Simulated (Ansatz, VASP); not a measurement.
**Two plane-wave programs on SiB5C**

Contents of INCAR:

```
SYSTEM = SiB5C
PREC = Accurate
ENCUT = 600
EDIFF = 1E-7
ISMEAR = 0
SIGMA = 0.2
LREAL = .False.
LASPH = .True.
NELM = 120
ALGO = Normal
ISIF = 3
LWAVE = .False.
LCHARG = .False.
GGA = PE
IBRION = 2
NSW = 36
EDIFFG = -0.08
GGA_COMPAT = .False.
NELMIN = 4
```

KPOINTS

```
Automatic mesh
0
Gamma
  4 4 4
  0 0 0
```

Contents of POSCAR:

```
SiB5C
1.0
    0.0000000000      3.3308412800      3.3308412800
    3.3308412800      0.0000000000      3.3308412800
    3.3308412800      3.3308412800      0.0000000000
Si B C
1 5 1
Direct
    0.0000000000      0.0000000000      0.0000000000
    0.1319765200      0.1319765200      0.1319765200
    0.1319765200      0.1319765200      0.6040704300
    0.1319765200      0.6040704300      0.1319765200
    0.6040704300      0.1319765200      0.1319765200
    0.7500000000      0.7500000000      0.7500000000
    0.2500000000      0.2500000000      0.2500000000
```

Input for Ansatz:

```yaml
crystal:
  lattice:
    - [0.0, 3.33084128, 3.33084128]
    - [3.33084128, 0.0, 3.33084128]
    - [3.33084128, 3.33084128, 0.0]
  atoms:
    - { symbol: Si, position: [0.0, 0.0, 0.0] }
    - { symbol: B, position: [0.13197652, 0.13197652, 0.13197652] }
    - { symbol: B, position: [0.13197652, 0.13197652, 0.60407043] }
    - { symbol: B, position: [0.13197652, 0.60407043, 0.13197652] }
    - { symbol: B, position: [0.60407043, 0.13197652, 0.13197652] }
    - { symbol: B, position: [0.75, 0.75, 0.75] }
    - { symbol: C, position: [0.25, 0.25, 0.25] }
basis:
  ecutwfc: 420
kpoints:
  mp_grid: { grid: [4, 4, 4] }
hamiltonian:
  xc: pbe
scf:
  occupations: { method: gaussian, width: 0.2 }
  lower_state_search: "off"
output:
  forces: true
  stress: true
  eigenvalues: true
relax:
  adjacent_minimum: "off"
  f_tol: 0.08
  max_steps: 16
  cell: { stress_tol: 0.8 }
```

Alike in both runs: task relaxation of cell and atoms; functional PBE; k mesh 4 × 4 × 4; occupations gaussian, width 0.2 eV; no spin polarisation.

|  | VASP | Ansatz |
| --- | --- | --- |
| version | VASP 6.6.1 | Ansatz 0.2.0 |
| potentials or method | VASP PAW PBE potentials, release 64 (Si, B, C), cutoff 600 eV | scalar-relativistic, plane waves, PAW |
| valence electrons in the cell | 23 | 23 |

```tsv
	VASP	Ansatz	Ansatz less VASP
gap on the k mesh at the Fermi level, each at its own relaxed structure (eV)	none	none	-
relaxed volume (Å³/atom)	17.18	17.16	-0.012
relaxed cell length with the largest relative difference (Å)	5.540	5.539	-0.0013
```

A gap of «none» marks a metal or a gap that the smearing closes.

The k mesh is coarse, so the values compare programs but aren't converged. Noted on VASP's run: the volume moved by over 15 % at a fixed basis, so the end points are rough.
